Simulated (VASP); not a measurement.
# AlNi3 (Fm-3m) in VASP: a series of runs

Runs on AlNi3. Level: PBEsol. Tasks: single point.

Program: VASP 6.6.1. These are calculated values, not measurements. Logs are shortened: lines on timing, memory, paths and dates and some standing lists are left out, and cuts for length are marked.

## 1. The cell of the first run

It takes space group Fm-3m (No. 225, cubic). The conventional cell has a = 5.604 Å, b = 5.604 Å, c = 5.604 Å, α = 90.00°, β = 90.00°, γ = 90.00°. Within 3.2 Å of Ni (site symmetry -43m) lie 4 Al at 2.43 Å and 10 Ni at 2.43 to 2.80 Å. Ni (site symmetry m-3m) has 8 Ni at 2.43 Å and 6 Al at 2.80 Å within 3.2 Å. Within 3.2 Å of Al (site symmetry m-3m) lie 14 Ni at 2.43 to 2.80 Å.

## 2. Single point, PBEsol, collinear spin, ferromagnetic start

Contents of INCAR:

```
ALGO = Normal
EDIFF = 1E-6
ENCUT = 590
GGA = PS
GGA_COMPAT = False
ISIF = 2
ISMEAR = -1
ISPIN = 2
LASPH = True
LCHARG = False
LMAXMIX = 4
LORBIT = 11
LREAL = False
LWAVE = False
MAGMOM = 0.266667 0.266667 0.266667 0
NBANDS = 40
NELM = 200
NUPDOWN = 0.8
PREC = Accurate
SIGMA = 0.05
```

Contents of KPOINTS:

```
k-points
0
Gamma
  7 7 7
```

Contents of POSCAR:

```
AlNi3
1.0
    0.0000000000      2.8018887551      2.8018887551
    2.8018887551      0.0000000000      2.8018887551
    2.8018887551      2.8018887551      0.0000000000
Ni Al
3 1
Direct
    0.7500000000      0.7500000000      0.7500000000
    0.0000000000      0.0000000000      0.0000000000
    0.2500000000      0.2500000000      0.2500000000
    0.5000000000      0.5000000000      0.5000000000
```

Potentials or basis: VASP PAW PBE potentials, release 64 (Ni_sv_GW, Al).

Command:

```console
> cat potpaw_PBE.64/Ni_sv_GW/POTCAR potpaw_PBE.64/Al/POTCAR > POTCAR
> mpirun -np 1 vasp_std > vasp.out
```

OUTCAR:

```text
EDIFF = 1E-6
   ENCUT = 590
   GGA = PS
   ISIF = 2
   ISMEAR = -1
   ISPIN = 2
   LASPH = True
   LORBIT = 11
   LREAL = False
   NELM = 200
   NUPDOWN = 0.8
   PREC = Accurate

 ion  position               nearest neighbor table
   1  0.750  0.750  0.750-   4 2.43   2 2.43   4 2.43   2 2.43   4 2.43   4 2.43   2 2.43   2 2.43

   2  0.000  0.000  0.000-   1 2.43   3 2.43   1 2.43   1 2.43   3 2.43   1 2.43   3 2.43   3 2.43
                             4 2.80   4 2.80   4 2.80   4 2.80   4 2.80   4 2.80
   3  0.250  0.250  0.250-   2 2.43   4 2.43   2 2.43   2 2.43   4 2.43   2 2.43   4 2.43   4 2.43

   4  0.500  0.500  0.500-   3 2.43   1 2.43   3 2.43   1 2.43   3 2.43   3 2.43   1 2.43   1 2.43
                             2 2.80   2 2.80   2 2.80   2 2.80   2 2.80   2 2.80

  LATTYP: Found a face centered cubic cell.
 ALAT       =     5.6037775102

  Lattice vectors:

 A1 = (   0.0000000000,   2.8018887551,   2.8018887551)
 A2 = (   2.8018887551,   0.0000000000,   2.8018887551)
 A3 = (   2.8018887551,   2.8018887551,   0.0000000000)

Analysis of symmetry for initial positions (statically):
=====================================================================
 Subroutine PRICEL returns:
 Original cell was already a primitive cell.

 Routine SETGRP: Setting up the symmetry group for a
 face centered cubic supercell.

 Subroutine GETGRP returns: Found 48 space group operations
 (whereof 48 operations were pure point group operations)
 out of a pool of 48 trial point group operations.

The static configuration has the point symmetry O_h .

Analysis of symmetry for dynamics (positions and initial velocities):
=====================================================================
 Subroutine PRICEL returns:
 Original cell was already a primitive cell.

 Routine SETGRP: Setting up the symmetry group for a
 face centered cubic supercell.

 Subroutine GETGRP returns: Found 48 space group operations
 (whereof 48 operations were pure point group operations)
 out of a pool of 48 trial point group operations.

The dynamic configuration has the point symmetry O_h .

Analysis of structural, dynamic, and magnetic symmetry:
=====================================================================
 Subroutine PRICEL returns:
 Original cell was already a primitive cell.

 Routine SETGRP: Setting up the symmetry group for a
 face centered cubic supercell.

 Subroutine GETGRP returns: Found 48 space group operations
 (whereof 48 operations were pure point group operations)
[... 129 lines left out ...]
   IVDW    =     0    specifies the selected vdW correction
   LEPSILON=     F    determine dielectric tensor
   LRPA    =     F    only Hartree local field effects (RPA)
 spin polarized calculation
  energy-cutoff  :      590.00
  volume of cell :       43.99
 maximum number of plane-waves:      1459
   NGX = 15   NGY = 15   NGZ = 15

 number of electron      56.9999987 magnetization       0.8000000

 Free energy of the ion-electron system (eV)
  ---------------------------------------------------
  ext. energy  EPLUGINS =         0.00000000
  ---------------------------------------------------
  free energy    TOTEN  =       -26.79475683 eV

  energy without entropy =      -26.76697762  energy(sigma->0) =      -26.78086722

 E-fermi :   8.5572     XC(G=0): -13.4374

 val. band max:        8.7997257826   @ k =   0.4286   0.2857   0.0000
 cond. band min:       8.5824510434   @ k =  -0.2857   0.4286   0.1429
 fundamental gap:     -0.2172747393
 Fermi energy:         8.8256126997

 spin component 1

 k-point     1 :       0.0000    0.0000    0.0000
  band No.  band energies     occupation
      1     -94.1928      1.00000
      2     -94.1798      1.00000
      3     -94.0957      1.00000
      4     -54.7604      1.00000
      5     -54.7604      1.00000
      6     -54.7604      1.00000
[... 849 lines left out ...]
     39      24.4441      0.00000
     40      25.3377      0.00000
 Fermi energy:         8.5571987596

 spin component 2

 k-point     1 :       0.0000    0.0000    0.0000
  band No.  band energies     occupation
      1     -93.9287      1.00000
      2     -93.9190      1.00000
      3     -93.6891      1.00000
      4     -54.5005      1.00000
      5     -54.5005      1.00000
      6     -54.5005      1.00000
[... 849 lines left out ...]
     39      24.4925      0.00000
     40      25.3725      0.00000

------------------------ aborting loop because EDIFF is reached ----------------------------------------

  FORCE on cell =-STRESS in cart. coord.  units (eV):
  Direction    XX          YY          ZZ          XY          YZ          ZX
  --------------------------------------------------------------------------------------
  -------------------------------------------------------------------------------------
  Total       -0.8374097     -0.8374097     -0.8374097     -0.0000000      0.0000000     -0.0000000
  in kB      -30.4976164    -30.4976164    -30.4976164     -0.0000000      0.0000000     -0.0000000
  external PRESSURE =     -30.4976164 kB  Pullay stress =       0.0000000 kB

 VOLUME and BASIS-vectors are now :
 -----------------------------------------------------------------------------
  energy-cutoff  :      590.00
  volume of cell :       43.99
      direct lattice vectors                 reciprocal lattice vectors
     0.000000000  2.801888755  2.801888755    -0.178451053  0.178451053  0.178451053
     2.801888755  0.000000000  2.801888755     0.178451053 -0.178451053  0.178451053
     2.801888755  2.801888755  0.000000000     0.178451053  0.178451053 -0.178451053

 POSITION                                       TOTAL-FORCE (eV/Angst)
 -----------------------------------------------------------------------------------
      4.20283      4.20283      4.20283         0.000000      0.000000      0.000000
      0.00000      0.00000      0.00000         0.000000     -0.000000      0.000000
      1.40094      1.40094      1.40094        -0.000000     -0.000000     -0.000000
      2.80189      2.80189      2.80189         0.000000     -0.000000      0.000000
 -----------------------------------------------------------------------------------
    total drift:                                0.000000     -0.000000      0.000000

  FREE ENERGIE OF THE ION-ELECTRON SYSTEM (eV)
  ---------------------------------------------------
  free  energy   TOTEN  =       -26.7947568275 eV

  energy  without entropy=      -26.7669776199  energy(sigma->0) =      -26.78086722

 total charge

# of ion       s       p       d       f       tot
--------------------------------------------------
    1        2.235   6.323   7.889   0.004  16.450
    2        2.237   6.313   7.855   0.005  16.411
    3        2.235   6.323   7.889   0.004  16.450
    4        0.403   0.418   0.000   0.000   0.821
--------------------------------------------------
tot          7.109  19.377  23.633   0.013  50.132

 magnetization (x)

# of ion       s       p       d       f       tot
--------------------------------------------------
    1        0.003   0.004   0.214   0.000   0.221
    2        0.002   0.004   0.338  -0.000   0.344
    3        0.003   0.004   0.214   0.000   0.221
    4       -0.001   0.005   0.000   0.000   0.004
--------------------------------------------------
tot          0.007   0.017   0.765   0.000   0.789
```

OSZICAR:

```text
N       E                     dE             d eps       ncg     rms          rms(c)
DAV:   1     0.109254424508E+04    0.10925E+04   -0.30666E+04  5104   0.498E+03
DAV:   2     0.823577863291E+02   -0.10102E+04   -0.96735E+03  5984   0.149E+03
DAV:   3    -0.330552805759E+02   -0.11541E+03   -0.11087E+03  6344   0.663E+02
DAV:   4    -0.385201823454E+02   -0.54649E+01   -0.54364E+01  6184   0.106E+02
DAV:   5    -0.389253664057E+02   -0.40518E+00   -0.40512E+00  5984   0.282E+01    0.310E+01
DAV:   6    -0.412587352047E+02   -0.23334E+01   -0.12685E+02  4936   0.622E+02    0.327E+01
DAV:   7    -0.266270256501E+02    0.14632E+02   -0.66234E+01  4600   0.379E+02    0.457E+00
DAV:   8    -0.271067876259E+02   -0.47976E+00   -0.51220E+00  6112   0.864E+01    0.685E+00
DAV:   9    -0.268133000627E+02    0.29349E+00   -0.95539E-01  5520   0.563E+01    0.169E+00
DAV:  10    -0.267962339271E+02    0.17066E-01   -0.10576E-01  6224   0.949E+00    0.547E-01
DAV:  11    -0.267946995993E+02    0.15343E-02   -0.50074E-03  6160   0.245E+00    0.272E-01
DAV:  12    -0.267947521387E+02   -0.52539E-04   -0.47897E-04  6288   0.511E-01    0.158E-01
DAV:  13    -0.267947577830E+02   -0.56443E-05   -0.81114E-05  6232   0.371E-01    0.437E-02
DAV:  14    -0.267947555732E+02    0.22098E-05   -0.19403E-05  5384   0.220E-01    0.139E-02
DAV:  15    -0.267947567829E+02   -0.12097E-05   -0.10960E-06  2600   0.475E-02    0.593E-03
DAV:  16    -0.267947568275E+02   -0.44618E-07   -0.62928E-07  2544   0.388E-02
   1 F= -.26794757E+02 E0= -.26780867E+02  d E =-.277792E-01  mag=     0.8000
```

Wall time 2 min (1 thread of Intel Xeon Platinum 8488C (Sapphire Rapids), shared host); peak memory 0.23 GiB.

What came out:

```yaml
Free_energy: -26.7948 eV
Pressure: -3.0 GPa
Net_moment: 0.80 μB per cell
Site_moments: Ni +0.22, +0.34; Al +0.00 μB
Valence_electrons_inside_the_program's_atomic_spheres: Ni 16.45, 16.41; Al 0.82
```

Caveat: the PAW data sets were made with another functional, which shifts forces and pressure a little; the total moment is fixed, so each spin has its own Fermi level.

## 3. Single point, PBEsol, collinear spin, ferromagnetic start

Contents of INCAR:

```
SYSTEM = AlNi3
PREC     = Accurate       ! precision mode
ENCUT    = 590            ! plane-wave cutoff, eV
EDIFF    = 1E-6           ! SCF threshold, eV
ISMEAR   = -1             ! smearing method
SIGMA    = 0.05           ! smearing width, eV
LREAL    = .False.        ! projectors in reciprocal space
LASPH    = .True.         ! aspherical terms in the spheres
NELM     = 200            ! most SCF steps
ALGO     = Normal         ! electronic algorithm
ISIF     = 2              ! what is computed and relaxed
LWAVE    = .False.        ! write WAVECAR
LCHARG   = .False.        ! write CHGCAR
ISPIN    = 2              ! spin polarisation
MAGMOM   = 1 1 1 0        ! initial moments
LORBIT   = 11             ! projections on sites
NUPDOWN  = 3.0            ! fixed moment
LMAXMIX  = 4              ! l up to which the mixer works
GGA      = PS             ! functional
NBANDS   = 40             ! bands
GGA_COMPAT= .False.
```

Contents of KPOINTS:

```
Automatic mesh
0
Gamma
  7 7 7
  0 0 0
```

POSCAR is that of step 2.

Potentials or basis: VASP PAW PBE potentials, release 64 (Ni_sv_GW, Al).

Command:

```console
> cat potpaw_PBE.64/Ni_sv_GW/POTCAR potpaw_PBE.64/Al/POTCAR > POTCAR
> mpirun -np 1 vasp_std > vasp.out
```

Wall time 56 s (1 thread of Intel Xeon 6975P-C (Granite Rapids), shared host); peak memory 0.24 GiB.

Results (log left out):

* Free energy: -25.8319 eV
* Pressure: 3.1 GPa
* Net moment: 3.00 μB per cell
* Site moments: Ni +0.86, +1.00; Al +0.05 μB
* Valence electrons inside the program's atomic spheres: Ni 16.43, 16.38; Al 0.84

Caveat: the PAW data sets were made with another functional, which shifts forces and pressure a little; the total moment is fixed, so each spin has its own Fermi level.
